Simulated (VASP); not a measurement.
Set up this calculation in VASP 6.6.1, as the native input.

| Property | Result |
| --- | --- |
| Task | single point |
| Functional | PBE |
| Potentials or basis | VASP PAW PBE potentials, release 64 (Hf_pv) |
| Cutoff | 500 eV |
| k mesh | 7 × 7 × 7 |
| Occupations | fermi-dirac, width 0.1 eV |
| Spin | no spin polarisation |
| Dipole correction | no |
| Further INCAR settings | ALGO = Normal; EDIFF = 1e-06; NBANDS = 11 |

The structure of Hf lies in POSCAR:

```
Hf
1.0
    0.0000000000      2.2441000624      2.2441000624
    2.2441000624      0.0000000000      2.2441000624
    2.2441000624      2.2441000624      0.0000000000
Hf
1
Direct
    0.0000000000      0.0000000000      0.0000000000
```

One way to write it, as run:

INCAR

```
PREC = Accurate ; ENCUT = 500
EDIFF = 1E-6 ; ISMEAR = -1
SIGMA = 0.1 ; LREAL = False
LASPH = True ; NELM = 120
ALGO = Normal ; ISIF = 2
LWAVE = False ; LCHARG = False
GGA = PE ; NBANDS = 11
GGA_COMPAT = False
```

KPOINTS

```
regular mesh
0
Gamma
  7 7 7
```

Potentials or basis: VASP PAW PBE potentials, release 64 (Hf_pv).

Launch:

```sh
$ cat potpaw_PBE.64/Hf_pv/POTCAR > POTCAR
$ mpirun -np 1 vasp_std > vasp.out
```

It gave:

```
Pressure               : -0.4 GPa
Band gap on the k mesh : zero (band 5 reaches 6.07 eV, above the bottom of band 6 at 4.46 eV)
```

Caveat: spin-orbit coupling is left out, which moves the levels of the heavy elements.

Wall time 14 s on 1 thread of Intel Xeon 8259CL (shared host), peak memory 0.13 GiB.
